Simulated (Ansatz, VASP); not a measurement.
# One calculation of V, two programs

```
CELL_PARAMETERS angstrom
-1.49177 1.49177 1.49177
1.49177 -1.49177 1.49177
1.49177 1.49177 -1.49177
ATOMIC_POSITIONS crystal
V 0.00000 0.00000 0.00000
```

Alike in both runs: task single point; functional r2SCAN; k mesh 15 × 15 × 15; no spin polarisation.

|  | VASP | Ansatz |
| --- | --- | --- |
| version | VASP 6.6.1 | Ansatz 0.2.0 |
| potentials or method | VASP PAW PBE potentials, release 64 (V_sv), cutoff 520 eV | plane waves (500 eV) with PAW, scalar-relativistic |
| occupations | methfessel-paxton of order 1, width 0.01 eV | cold, width 0.01 eV |
| valence electrons in the cell | 13 | 13 |

|  | VASP | Ansatz | Ansatz less VASP |
| --- | --- | --- | --- |
| pressure (GPa) | -0.2 | -0.9 | -0.72 |

VASP's potentials were made for PBE, not for r2SCAN.
